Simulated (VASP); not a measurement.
B: single point with PBE

The system is B.

```
CELL_PARAMETERS angstrom
1.62379 0.00000 0.00000
0.00000 2.86465 0.00000
0.00000 0.00000 3.92909
ATOMIC_POSITIONS crystal
B 0.00000 0.00000 0.89050
B 0.50000 0.50000 0.10950
```

The cell was generated, and may not be a known phase.

```json
{"Program": "VASP 6.6.1", "Task": "single point", "Functional": "PBE", "Potentials or basis": "VASP PAW PBE potentials, release 64 (B)", "Cutoff": "520 eV", "k mesh": "34 × 20 × 12", "Occupations": "gaussian, width 0.1 eV", "Spin": "no spin polarisation"}
```

| Quantity | Value |
| --- | --- |
| Pressure | 0.0 GPa |
| Band gap on the k mesh | zero (bands 3 and 4 overlap by 11.11 eV) |

Stress tensor (GPa, compression positive):
```
 0.06  0.00  0.00
 0.00  0.04  0.00
 0.00  0.00 -0.07
```

Levels at points of the mesh, in eV from the Fermi level:
```tsv
k point	band 1	band 2	band 3	band 4	band 5	band 6
(0.00, 0.00, 0.00)	-16.09	-5.88	-5.27	-2.40	2.99	8.24
(0.50, 0.00, 0.00)	-6.98	-6.98	6.54	6.54	7.48	7.48
(0.00, 0.50, 0.00)	-12.69	-12.69	-3.15	-3.15	5.10	5.10
(0.50, 0.50, 0.00)	-6.13	-6.13	3.45	3.45	8.57	8.57
(0.00, 0.00, 0.50)	-15.85	-8.08	-5.17	1.36	3.17	7.19
(0.50, 0.00, 0.50)	-6.91	-6.91	5.48	5.48	7.54	7.54
(0.00, 0.50, 0.50)	-12.49	-12.49	-4.48	-4.48	9.78	9.78
(0.50, 0.50, 0.50)	-6.07	-6.07	3.60	3.60	7.92	7.92
```

Wall time 3.2 min on 1 thread of Intel Xeon 8259CL, on a shared host, peak memory 0.3 GiB.

Caveat: this functional lacks dispersion, which binds layers or chains, so the pressure and a relaxed spacing across them are unreliable.
